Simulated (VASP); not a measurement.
Input of a VASP 6.6.1 run:

INCAR

```
PREC     = Accurate       # precision mode
ENCUT    = 520            # plane-wave cutoff, eV
EDIFF    = 1E-6           # SCF threshold, eV
ISMEAR   = -1             # smearing method
SIGMA    = 0.05           # smearing width, eV
LREAL    = F              # projectors in reciprocal space
LASPH    = T              # aspherical terms in the spheres
NELM     = 100            # most SCF steps
ALGO     = Normal         # electronic algorithm
ISIF     = 2              # what is computed and relaxed
LWAVE    = F              # write WAVECAR
LCHARG   = F              # write CHGCAR
GGA      = PS             # functional
NBANDS   = 50             # bands
```

File KPOINTS:

```
regular mesh
0
Gamma
  2 6 2
```

POSCAR

```
PbSe
1.0
    7.4221404935     -0.0004699080     -0.0000937734
    0.0002053220      4.2385421995     -0.0001792318
    0.0002664539      0.0013624744      7.3287163329
Pb Se
4 4
Direct
    0.0066902565     -0.2562375189     -0.0010865409
    0.0063942385      0.2442025406      0.4988086153
    0.5066994515     -0.2564418035      0.0010725383
    0.5064180899      0.2441637248      0.5011449201
    0.2434213729      0.2437003785      0.1648436651
    0.2429538404      0.7440789197      0.6647822717
    0.7429510975      0.7441766976      0.3351474862
    0.7434043192      0.2437402498      0.8351391915
```

Potentials or basis: VASP PAW PBE potentials, release 64 (Pb_d, Se).

The run is started by

```console
$ cat potpaw_PBE.64/Pb_d/POTCAR potpaw_PBE.64/Se/POTCAR > POTCAR
$ mpirun -np 1 vasp_std > vasp.out
```

(1) Predict the band gap on the k mesh.

(2) What does it give for the pressure?

Answers

(1) zero (bands 40 and 41 overlap by 0.16 eV).

(2) 0.0 GPa.

Caveat: the k points lie up to 0.43 Å⁻¹ apart; semilocal functionals underestimate gaps, and a narrow one can read as zero; the PAW data sets were made with another functional, which shifts forces and pressure a little; spin-orbit coupling is left out, which moves the levels of the heavy elements.
